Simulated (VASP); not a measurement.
Input of a VASP 6.6.1 run:

INCAR

```
PREC = Accurate
ENCUT = 520
EDIFF = 1E-6
ISMEAR = 0
SIGMA = 0.1
LREAL = False
LASPH = True
NELM = 60
ALGO = Normal
ISIF = 2
LWAVE = False
LCHARG = True
GGA = PE
LELF = True
LVHAR = True
NBANDS = 18
```

KPOINTS

```
regular mesh
0
Gamma
  10 10 10
```

Contents of POSCAR:

```
BiOs
1.0
    0.0000000000      2.7958475025      2.7958475025
    2.7958475025      0.0000000000      2.7958475025
    2.7958475025      2.7958475025      0.0000000000
Os Bi
1 1
Direct
    0.5000000000      0.5000000000      0.5000000000
    0.0000000000      0.0000000000      0.0000000000
```

Potentials or basis: VASP PAW PBE potentials, release 64 (Os, Bi_d).

Command:

```bash
$ cat potpaw_PBE.64/Os/POTCAR potpaw_PBE.64/Bi_d/POTCAR > POTCAR
$ mpirun -np 1 vasp_std > vasp.out
```

Problem. Estimate the pressure.

Solution. 0.2 GPa.

Problem. Predict the band gap on the k mesh.

Solution. Zero (an odd number of electrons rules out a gap without spin polarisation).

Caveat: spin-orbit coupling is left out, which moves the levels of the heavy elements.
